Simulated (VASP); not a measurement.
Here is a VASP 6.6.1 calculation.

Contents of INCAR:

```
SYSTEM = Al
PREC = Accurate
ENCUT = 520
EDIFF = 1E-7
ISMEAR = -1
SIGMA = 0.05
LREAL = .False.
LASPH = .True.
NELM = 60
ALGO = Normal
ISIF = 2
LWAVE = .False.
LCHARG = .True.
GGA = PE
LELF = .True.
LVHAR = .True.
NBANDS = 8
```

The input KPOINTS:

```
regular mesh
0
Gamma
  19 19 19
  0 0 0
```

POSCAR

```
Al
1.0
    0.0000000000      1.7143757282      1.7143757282
    1.7143757282      0.0000000000      1.7143757282
    1.7143757282      1.7143757282      0.0000000000
Al
1
Direct
    0.0000000000      0.0000000000      0.0000000000
```

Potentials or basis: VASP PAW PBE potentials, release 64 (Al).

Launch:

```sh
$ cat potpaw_PBE.64/Al/POTCAR > POTCAR
$ mpirun -np 1 vasp_std > vasp.out
```

What does it give for the pressure?

110.9 GPa.
